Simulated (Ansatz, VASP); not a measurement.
Two plane-wave programs on Au

INCAR

```
SYSTEM = Au
PREC     = Accurate       ! precision mode
ENCUT    = 520            ! plane-wave cutoff, eV
EDIFF    = 1E-7           ! SCF threshold, eV
ISMEAR   = 0              ! smearing method
SIGMA    = 0.15           ! smearing width, eV
LREAL    = .False.        ! projectors in reciprocal space
LASPH    = .True.         ! aspherical terms in the spheres
NELM     = 100            ! most SCF steps
ALGO     = Fast           ! electronic algorithm
ISIF     = 2              ! what is computed and relaxed
LWAVE    = .False.        ! write WAVECAR
LCHARG   = .False.        ! write CHGCAR
GGA      = PS             ! functional
NBANDS   = 18             ! bands
```

Contents of KPOINTS:

```
Automatic mesh
0
Gamma
  18 18 10
  0 0 0
```

The input POSCAR:

```
Au
1.0
    2.8564984343      0.0000000000      0.0000000000
   -1.4282492171      2.4738002100      0.0000000000
    0.0000000000      0.0000000000      5.0264000000
Au
2
Direct
    0.3333333333      0.6666666667      0.7500000000
    0.6666666667      0.3333333333      0.2500000000
```

Input for Ansatz:

```yaml
crystal:
  lattice:
    - [2.8564984343, 0.0, 0.0]
    - [-1.4282492171, 2.47380021, 0.0]
    - [0.0, 0.0, 5.0264]
  atoms:
    - { symbol: Au, position: [0.3333333333, 0.6666666667, 0.75] }
    - { symbol: Au, position: [0.6666666667, 0.3333333333, 0.25] }
basis:
  ecutwfc: 420
kpoints:
  mp_grid: { grid: [18, 18, 10] }
hamiltonian:
  xc: pbesol
scf:
  occupations: { method: gaussian, width: 0.15 }
output:
  forces: true
  stress: true
  eigenvalues: true
```

Change from the starting cell: strain -0.015 along x and y, +0.030 along z, atoms carried along.

Alike in both runs: task single point; functional PBEsol; k mesh 18 × 18 × 10; occupations gaussian, width 0.15 eV; no spin polarisation.

|  | VASP | Ansatz |
| --- | --- | --- |
| version | VASP 6.6.1 | Ansatz 0.2.0 |
| potentials or method | VASP PAW PBE potentials, release 64 (Au), cutoff 520 eV | scalar-relativistic, plane waves, PAW |
| valence electrons in the cell | 22 | 38 |

```tsv
	VASP	Ansatz	Ansatz less VASP
gap on the k mesh at the Fermi level (eV)	none	none	-
pressure (GPa)	-6.0	-5.7	+0.23
traceless stress, the component that is largest in VASP (GPa)	-1.75	-1.74	+0.013
```

VASP's potentials were made for PBE, not for PBEsol. A gap of «none» marks a metal or a gap that the smearing closes. With one functional, cell and mesh, what is left measures potentials, basis and numerics. VASP's potentials hold 22 valence electrons a cell and Ansatz's 38, so a difference there can come from the potentials and not from the codes.

Neither program's run includes spin-orbit coupling.
